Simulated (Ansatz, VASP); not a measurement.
Two plane-wave programs on C

File INCAR:

```
  PREC = Accurate
  ENCUT = 600
  EDIFF = 1E-6
  ISMEAR = 0
  SIGMA = 0.1
  LREAL = False
  LASPH = True
  NELM = 80
  ALGO = Normal
  ISIF = 3
  LWAVE = False
  LCHARG = False
  GGA = PE
  IBRION = 2
  NSW = 90
  EDIFFG = -0.04
```

The input KPOINTS:

```
Automatic mesh
0
Gamma
  6 6 4
```

The input POSCAR:

```
C
1.0
    2.1411303600     -2.4126624700      0.0000000000
    2.1411303600      2.4126624700      0.0000000000
    0.0000000000      0.0000000000      4.2441822200
C
8
Direct
    0.7500000000      0.7500000000      0.8280935200
    0.7500000000      0.7500000000      0.1719064800
    0.2500000000      0.2500000000      0.8280935200
    0.2500000000      0.2500000000      0.1719064800
    0.9203786400      0.4203786400      0.3469239600
    0.0796213600      0.5796213600      0.6530760400
    0.5796213600      0.0796213600      0.3469239600
    0.4203786400      0.9203786400      0.6530760400
```

Input for Ansatz:

```yaml
crystal:
  lattice:
    - [2.14113036, -2.41266247, 0.0]
    - [2.14113036, 2.41266247, 0.0]
    - [0.0, 0.0, 4.24418222]
  atoms:
    - { symbol: C, position: [0.75, 0.75, 0.82809352] }
    - { symbol: C, position: [0.75, 0.75, 0.17190648] }
    - { symbol: C, position: [0.25, 0.25, 0.82809352] }
    - { symbol: C, position: [0.25, 0.25, 0.17190648] }
    - { symbol: C, position: [0.92037864, 0.42037864, 0.34692396] }
    - { symbol: C, position: [0.07962136, 0.57962136, 0.65307604] }
    - { symbol: C, position: [0.57962136, 0.07962136, 0.34692396] }
    - { symbol: C, position: [0.42037864, 0.92037864, 0.65307604] }
basis:
  ecutwfc: 420
kpoints:
  mp_grid: { grid: [6, 6, 4] }
hamiltonian:
  xc: pbe
scf:
  occupations: { method: gaussian, width: 0.1 }
  lower_state_search: "off"
output:
  forces: true
  stress: true
  eigenvalues: true
relax:
  adjacent_minimum: "off"
  f_tol: 0.04
  max_steps: 70
  cell: { stress_tol: 0.4 }
```

Alike in both runs: task relaxation of cell and atoms; functional PBE; k mesh 6 × 6 × 4; occupations gaussian, width 0.1 eV; no spin polarisation.

|  | VASP | Ansatz |
| --- | --- | --- |
| version | VASP 6.6.1 | Ansatz 0.2.0 |
| potentials or method | VASP PAW PBE potentials, release 64 (C), cutoff 600 eV | scalar-relativistic, plane waves, PAW |
| valence electrons in the cell | 32 | 32 |

Ansatz gave:

- gap on the k mesh at the Fermi level, each at its own relaxed structure (eV): none
- relaxed volume (Å³/atom): 10.66
- relaxed cell length with the largest relative difference (Å): 4.736

Task: Which values does VASP return?

Result: gap on the k mesh at the Fermi level, each at its own relaxed structure (eV): none; relaxed volume (Å³/atom): 8.28; relaxed cell length with the largest relative difference (Å): 3.998.

A gap of «none» marks a metal or a gap that the smearing closes. One of these differences is far larger than is usual between the two programs; its cause wasn't traced.

The k mesh is coarse, so the values compare programs but aren't converged. Noted on VASP's run: the volume moved by over 15 % at a fixed basis, so the end points are rough.
